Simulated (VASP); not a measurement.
A run of VASP 6.6.1 is set up as follows.

The input INCAR:

```
PREC = Accurate ; ENCUT = 500
EDIFF = 1E-6 ; ISMEAR = -5
SIGMA = 0.05 ; LREAL = False
LASPH = True ; NELM = 200
ALGO = Normal ; ISIF = 2
LWAVE = False ; LCHARG = False
ISPIN = 2 ; MAGMOM = 0.5 -0.25 0 0
LORBIT = 11 ; GGA = LIBXC
LIBXC1 = GGA_X_B88 ; LIBXC2 = GGA_C_PBE
NBANDS = 30 ; GGA_COMPAT = False
```

Contents of KPOINTS:

```
Automatic mesh
0
Gamma
  7 7 4
```

The input POSCAR:

```
CdS
1.0
    4.2046115259      0.0000000000      0.0000000000
   -2.1023057629      3.6413003944      0.0000000000
    0.0000000000      0.0000000000      6.8256549035
Cd S
2 2
Direct
    0.6666666667      0.3333333333      0.5000000000
    0.3333333333      0.6666666667      0.0000000000
    0.6666666667      0.3333333333      0.8750000000
    0.3333333333      0.6666666667      0.3750000000
```

Potentials or basis: VASP PAW PBE potentials, release 64 (Cd, S).

Command:

```sh
$ cat potpaw_PBE.64/Cd/POTCAR potpaw_PBE.64/S/POTCAR > POTCAR
$ mpirun -np 1 vasp_std > vasp.out
```

**Question.** Estimate the largest force.

**Answer.** 0.062 eV/Å.

**Question.** Predict the pressure.

**Answer.** 0.1 GPa.

**Question.** Predict the net moment.

**Answer.** 0.00 μB per cell.

**Question.** Predict the band gap on the k mesh.

**Answer.** 1.11 eV.

Forces in eV/Å, atoms in the order of the input:
```
Cd   0.000  0.000 -0.062
Cd   0.000  0.000 -0.062
S    0.000  0.000  0.062
S    0.000  0.000  0.062
```

Caveat: the PAW data sets were made with another functional, which shifts forces and pressure a little.
